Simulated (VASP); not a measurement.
# Sb2Se: single point with PBE

Sb2Se:

```
Sb Se
1.0
     0.00000    4.33463    4.33463
     4.33463    0.00000    4.33463
     4.33463    4.33463    0.00000
Sb Se
4 2
Direct
  0.62500 0.62500 0.62500
  0.62500 0.62500 0.12500
  0.62500 0.12500 0.62500
  0.12500 0.62500 0.62500
  0.00000 0.00000 0.00000
  0.25000 0.25000 0.25000
```

```json
{
  "Program": "VASP 6.6.1",
  "Task": "single point",
  "Functional": "PBE",
  "Potentials or basis": "VASP PAW PBE potentials, release 64 (Sb, Se)",
  "Cutoff": "520 eV",
  "k mesh": "4 × 4 × 4",
  "Occupations": "gaussian, width 0.1 eV",
  "Spin": "no spin polarisation",
  "Dipole correction": "no",
  "Further INCAR settings": "ALGO = Normal; EDIFF = 1e-06; NBANDS = 25"
}
```

```json
{
 "Pressure": "-0.1 GPa",
 "Band gap on the k mesh": "zero (band 16 reaches 6.70 eV, above the bottom of band 17 at 6.10 eV)"
}
```

Levels at points of the mesh, in eV from the Fermi level:
| k point | band 14 | band 15 | band 16 | band 17 | band 18 | band 19 |
| --- | --- | --- | --- | --- | --- | --- |
| (0.00, 0.00, 0.00) | -2.28 | -2.28 | 0.46 | 0.46 | 0.46 | 4.01 |
| (0.50, 0.00, 0.00) | -1.16 | -0.69 | -0.01 | 0.29 | 0.76 | 0.76 |
| (0.50, 0.50, 0.00) | -1.14 | -0.22 | -0.22 | -0.14 | -0.14 | 0.12 |

Wall time 30 s on 1 thread of Intel Xeon 6975P-C (shared host), peak memory 0.32 GiB.

Caveat: spin-orbit coupling is left out, which moves the levels of the heavy elements.
